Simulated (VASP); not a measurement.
Write the native input for VASP 6.6.1 that does the following.

| Property | Result |
| --- | --- |
| Task | single point |
| Functional | PBE |
| Potentials or basis | VASP PAW PBE potentials, release 64 (Ta_pv, N) |
| Cutoff | 520 eV |
| k mesh | 4 × 4 × 4 |
| Occupations | fermi-dirac, width 0.04 eV |
| Spin | no spin polarisation |
| Dipole correction | no |
| Further INCAR settings | ALGO = Normal; EDIFF = 1e-06; NBANDS = 15 |

The structure of TaN lies in POSCAR:

```
TaN
1.0
    2.9380000000      0.0000000000      0.0000000000
   -1.4690000000      2.5443826363      0.0000000000
    0.0000000000      0.0000000000      2.8830000000
Ta N
1 1
Direct
    0.0000000000      0.0000000000      0.5000000000
    0.6666666667      0.3333333333      0.0000000000
```

The input as run:

INCAR

```
PREC     = Accurate       # precision mode
ENCUT    = 520            # plane-wave cutoff, eV
EDIFF    = 1E-6           # SCF threshold, eV
ISMEAR   = -1             # smearing method
SIGMA    = 0.04           # smearing width, eV
LREAL    = False          # projectors in reciprocal space
LASPH    = True           # aspherical terms in the spheres
NELM     = 60             # most SCF steps
ALGO     = Normal         # electronic algorithm
ISIF     = 2              # what is computed and relaxed
LWAVE    = False          # write WAVECAR
LCHARG   = True           # write CHGCAR
GGA      = PE             # functional
LELF     = True           # ELF
LVHAR    = True         
NBANDS   = 15             # bands
```

KPOINTS

```
Automatic mesh
0
Gamma
  4 4 4
```

Potentials or basis: VASP PAW PBE potentials, release 64 (Ta_pv, N).

Command:

```bash
$ cat potpaw_PBE.64/Ta_pv/POTCAR potpaw_PBE.64/N/POTCAR > POTCAR
$ mpirun -np 1 vasp_std > vasp.out
```

Results of the run:

The pressure is 6.1 GPa. The band gap on the k mesh is zero (filled and empty bands touch).

Caveat: the k points lie up to 0.62 Å⁻¹ apart; spin-orbit coupling is left out, which moves the levels of the heavy elements.

Wall time 3.4 s on 1 thread of Intel(R) Xeon(R) 6975P-C (Granite Rapids), on a shared host, peak memory 0.13 GiB.
